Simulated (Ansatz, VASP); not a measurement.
ZnAu: VASP beside Ansatz

```
Zn Au
1.0
     3.09365    0.00000    0.00000
     0.00000    3.09365    0.00000
     0.00000    0.00000    3.09365
Zn Au
1 1
Direct
  0.50000 0.50000 0.50000
  0.00000 0.00000 0.00000
```

Change from the starting cell: volume scaled by 0.95, PAW files.

Alike in both runs: task electric field gradients; functional PBE; k mesh 12 × 12 × 12; occupations fermi-dirac, width 0.05 eV; no spin polarisation.

```csv
,VASP,Ansatz
version,VASP 6.6.1,Ansatz 0.2.0
potentials or method,"VASP PAW PBE potentials, release 64 (Zn, Au)","PAW with Ansatz's default frozen-core files, scalar-relativistic"
plane-wave cutoff (eV),520,420
valence electrons in the cell,23,31
```

```tsv
	VASP	Ansatz	Ansatz less VASP
pressure (GPa)	13.4	13.3	-0.16
```

With one functional, cell and mesh, what is left measures potentials, basis and numerics. VASP's potentials hold 23 valence electrons a cell and Ansatz's 31, so a difference there can come from the potentials and not from the codes.

Neither program's run includes spin-orbit coupling.
